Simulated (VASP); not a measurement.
A run of VASP 6.6.1:

File INCAR:

```
SYSTEM = As
  PREC = Accurate
  ENCUT = 520
  EDIFF = 1E-6
  ISMEAR = 0
  SIGMA = 0.02
  LREAL = .FALSE.
  LASPH = .TRUE.
  NELM = 80
  ALGO = Normal
  ISIF = 2
  LWAVE = .FALSE.
  LCHARG = .FALSE.
  LDIPOL = .TRUE.
  IDIPOL = 3
  DIPOL = 0.5 0.5 0.283
  GGA = PE
  IVDW = 12
  NBANDS = 18
```

Contents of KPOINTS:

```
regular mesh
0
G
  12 12 1
  0 0 0
```

POSCAR

```
As
1.0
    3.5796493893     -0.0000002749      0.0000000000
   -1.7898244566      3.1000674452      0.0000000000
    0.0000000000      0.0000000000     35.3725712000
As
4
Direct
    0.6666666667      0.3333333333      0.2404303786
    0.3333333333      0.6666666667      0.2009880868
    0.6666666667      0.3333333333      0.3644217582
    0.3333333333      0.6666666667      0.3249794664
```

Potentials or basis: VASP PAW PBE potentials, release 64 (As).

Command:

```sh
$ cat potpaw_PBE.64/As/POTCAR > POTCAR
$ mpirun -np 1 vasp_std > vasp.out
```

Hardware: 1 thread of AMD EPYC 7R43 64-Core Processor (Zen 3), with other jobs on the host.

Task: Estimate the wall time of this run.

Result: Wall time 4.6 min on 1 thread of AMD EPYC 7R43 64-Core Processor (Zen 3), with other jobs on the host, peak memory 0.46 GiB. Counts: scf iterations 19, k points 19.
